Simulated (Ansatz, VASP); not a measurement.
GaSb in VASP and in Ansatz

```
CELL_PARAMETERS angstrom
-2.75343 2.75343 1.59071
2.75343 -2.75343 1.59071
2.75343 2.75343 -1.59071
ATOMIC_POSITIONS crystal
Sb 0.00000 0.00000 0.00000
Ga 0.75000 0.25000 0.50000
```

Alike in both runs: task single point; functional PBEsol; k mesh 10 × 10 × 10; occupations fermi-dirac, width 0.05 eV; no spin polarisation.

|  | VASP | Ansatz |
| --- | --- | --- |
| version | VASP 6.6.1 | Ansatz 0.2.0 |
| potentials or method | VASP PAW PBE potentials, release 64 (Sb, Ga_d) | Ansatz PAW |
| plane-wave cutoff (eV) | 520 | 420 |
| valence electrons in the cell | 18 | 28 |

Ansatz gave:

- gap on the k mesh at the Fermi level (eV): none
- pressure (GPa): -2.9
- traceless stress, the component that is largest in VASP (GPa): -0.48

**Question.** Which values does VASP return?

**Answer.** gap on the k mesh at the Fermi level (eV): none; pressure (GPa): -2.9; traceless stress, the component that is largest in VASP (GPa): -0.49.

VASP's potentials were made for PBE, not for PBEsol. A gap of «none» marks a metal or a gap that the smearing closes. VASP's potentials hold 18 valence electrons a cell and Ansatz's 28, so a difference there can come from the potentials and not from the codes.

Neither program's run includes spin-orbit coupling.
